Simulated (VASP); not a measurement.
Runs of VASP 6.6.1 on HfO2. The structure is cubic, space group Fm-3m (No. 225). The conventional cell has a = 5.058 Å, b = 5.058 Å, c = 5.058 Å, α = 90.00°, β = 90.00°, γ = 90.00°. Within 2.9 Å of Hf (site symmetry m-3m) lie 8 O at 2.19 Å. Within 2.9 Å of O (site symmetry -43m) lie 4 Hf at 2.19 Å and 6 O at 2.53 Å. 

| level | potentials or basis | k mesh | smearing | gap on the mesh (eV) | pressure (GPa) |
| --- | --- | --- | --- | --- | --- |
| LDA | VASP PAW LDA potentials, release 64 (Hf_pv, O) | 6 × 6 × 6 | gaussian 0.01 eV | 3.61 | -12.3 |
| PBE | VASP PAW PBE potentials, release 64 (Hf_pv, O) | 6 × 6 × 6 | fermi-dirac 0.05 eV | 3.82 | 1.9 |
| PBE | VASP PAW PBE potentials, release 64 (Hf_pv, O) | 6 × 6 × 6 | gaussian 0.5 eV | 3.82 | 1.9 |
| PBE | VASP PAW PBE potentials, release 64 (Hf_pv, O) | 2 × 2 × 2 | gaussian 0.01 eV | 3.62 | (a) |

Alike in all rows: task single point; no spin polarisation; cell as given; cutoff (eV) 600.

Task: Estimate the missing entries.

Result: (a) 6.0.

Caveats: some runs use coarse meshes; spin-orbit coupling is left out, which moves the levels of the heavy elements.

A k mesh can miss the band edges, and the runs leave out spin-orbit coupling on Hf.
